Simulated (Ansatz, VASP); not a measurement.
Sb: VASP beside Ansatz

```xyz
5
Lattice="3.3135 0.0000 0.0000 -1.6568 2.8696 0.0000 0.0000 0.0000 26.8219" Properties=species:S:1:pos:R:3 pbc="T T T"
Sb    2.4851    0.4783    8.0267
Sb   -0.8284    2.3913   10.6036
Sb    0.8284    1.4348   13.4109
Sb    2.4851    0.4783   16.2183
Sb   -0.8284    2.3913   18.7952
```

Alike in both runs: functional LDA; k mesh 14 × 14 × 1; occupations fermi-dirac, width 0.05 eV; no spin polarisation.

Ansatz relaxed the structure, and its values are those at the end. VASP's run is a single point on that final structure, the one shown.

|  | VASP | Ansatz |
| --- | --- | --- |
| version | VASP 6.6.1 | Ansatz 0.2.0 |
| potentials or method | VASP PAW LDA potentials, release 64 (Sb), cutoff 520 eV | all-electron LAPW, scalar-relativistic |

|  | VASP | Ansatz | Ansatz less VASP |
| --- | --- | --- | --- |
| rms of the force components (eV/Å) | 0.010 | 0.000 | -0.0096 |

LDA's correlation is that of Perdew and Zunger in VASP and of Perdew and Wang (1992) in Ansatz. Ansatz ran all-electron here, and VASP with PAW potentials.

Neither program's run includes spin-orbit coupling.
